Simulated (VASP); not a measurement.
Here is a VASP 6.6.1 calculation.

Contents of INCAR:

```
SYSTEM = CoSi
PREC = Accurate ; ENCUT = 520
EDIFF = 1E-6 ; ISMEAR = 0
SIGMA = 0.1 ; LREAL = .False.
LASPH = .True. ; NELM = 80
ALGO = Normal ; ISIF = 2
LWAVE = .False. ; LCHARG = .False.
GGA = PE ; IBRION = 2
NSW = 50 ; EDIFFG = -0.01
```

The input KPOINTS:

```
regular mesh
0
Gamma
  8 8 8
  0 0 0
```

File POSCAR:

```
CoSi
1.0
    4.3403981963      0.0000000000      0.0000000000
    0.0000000000      4.3403981963      0.0000000000
    0.0000000000      0.0000000000      4.3403981963
Co Si
4 4
Direct
    0.1461026345      0.1461026345      0.1461026345
    0.3538973655      0.8538973655      0.6461026345
    0.6461026345      0.3538973655      0.8538973655
    0.8538973655      0.6461026345      0.3538973655
    0.8435370564      0.8435370564      0.8435370564
    0.6564629436      0.1564629436      0.3435370564
    0.3435370564      0.6564629436      0.1564629436
    0.1564629436      0.3435370564      0.6564629436
```

Potentials or basis: VASP PAW PBE potentials, release 64 (Co, Si).

Run with:

```console
$ cat potpaw_PBE.64/Co/POTCAR potpaw_PBE.64/Si/POTCAR > POTCAR
$ mpirun -np 1 vasp_std > vasp.out
```

Q: What does it give for the band gap on the k mesh?

A: Zero (bands 26 and 27 overlap by 0.23 eV).

Q: Estimate the energy gained by relaxing.

A: 0.1 meV/atom.

The path:
| step | energy change (eV) | largest force (eV/Å) | pressure (GPa) |
| --- | --- | --- | --- |
| 1 | 0.0000 | 0.0642 | 15.69 |
| 2 | -0.0009 | 0.0327 | 15.63 |
| 3 | -0.0010 | 0.0136 | 15.57 |
| 4 | -0.0010 | 0.0124 | 15.56 |
| 5 | -0.0011 | 0.0022 | 15.51 |

Spin polarisation is off, so any magnetic state and its effect on volume and gap are missing.
